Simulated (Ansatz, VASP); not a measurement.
One calculation of TaN, two programs

Contents of INCAR:

```
PREC     = Accurate       # precision mode
ENCUT    = 520            # plane-wave cutoff, eV
EDIFF    = 1E-6           # SCF threshold, eV
ISMEAR   = 0              # smearing method
SIGMA    = 0.15           # smearing width, eV
LREAL    = False          # projectors in reciprocal space
LASPH    = True           # aspherical terms in the spheres
NELM     = 80             # most SCF steps
ALGO     = Normal         # electronic algorithm
ISIF     = 2              # what is computed and relaxed
LWAVE    = False          # write WAVECAR
LCHARG   = False          # write CHGCAR
GGA      = PE             # functional
NBANDS   = 15             # bands
```

Contents of KPOINTS:

```
Automatic mesh
0
Gamma
  18 18 18
```

Contents of POSCAR:

```
TaN
1.0
   -0.1104056128      2.2081122570      2.2670688543
    2.0977066441      0.0000000000      2.1566632414
    2.2081122570      2.2081122570     -0.1104056128
Ta N
1 1
Direct
    0.5000000000      0.5000000000      0.5000000000
    0.0000000000      0.0000000000      0.0000000000
```

Input for Ansatz:

```yaml
crystal:
  lattice:
    - [-0.1104056128, 2.208112257, 2.2670688543]
    - [2.0977066441, 0.0, 2.1566632414]
    - [2.208112257, 2.208112257, -0.1104056128]
  atoms:
    - { symbol: Ta, position: [0.5, 0.5, 0.5] }
    - { symbol: "N", position: [0.0, 0.0, 0.0] }
basis:
  ecutwfc: 520.0
kpoints:
  mp_grid: { grid: [18, 18, 18] }
hamiltonian:
  xc: pbe
  pseudopotentials: { kind: paw, azcp: { folder: soft_1 } }
scf:
  occupations: { method: gaussian, width: 0.15 }
output:
  forces: true
  stress: true
  eigenvalues: true
```

Change from the starting cell: engineering shear strain xz -0.1000, normal strain along z +0.0267.

Alike in both runs: task single point; functional PBE; k mesh 18 × 18 × 18; occupations gaussian, width 0.15 eV; no spin polarisation.

```csv
,VASP,Ansatz
version,VASP 6.6.1,Ansatz 0.2.0
potentials or method,"VASP PAW PBE potentials, release 64 (Ta_pv, N), cutoff 520 eV","scalar-relativistic, plane waves, PAW"
valence electrons in the cell,16,18
```

```csv
,VASP,Ansatz,Ansatz less VASP
gap on the k mesh at the Fermi level (eV),none,none,-
pressure (GPa),-5.7,-6.6,-0.90
"traceless stress, the component that is largest in VASP (GPa)",-6.71,-6.62,+0.090
```

A gap of «none» marks a metal or a gap that the smearing closes. The functional is the same, so the differences come from potentials, cutoffs and numerics. VASP's potentials hold 16 valence electrons a cell and Ansatz's 18, so a difference there can come from the potentials and not from the codes.

Neither program's run includes spin-orbit coupling.
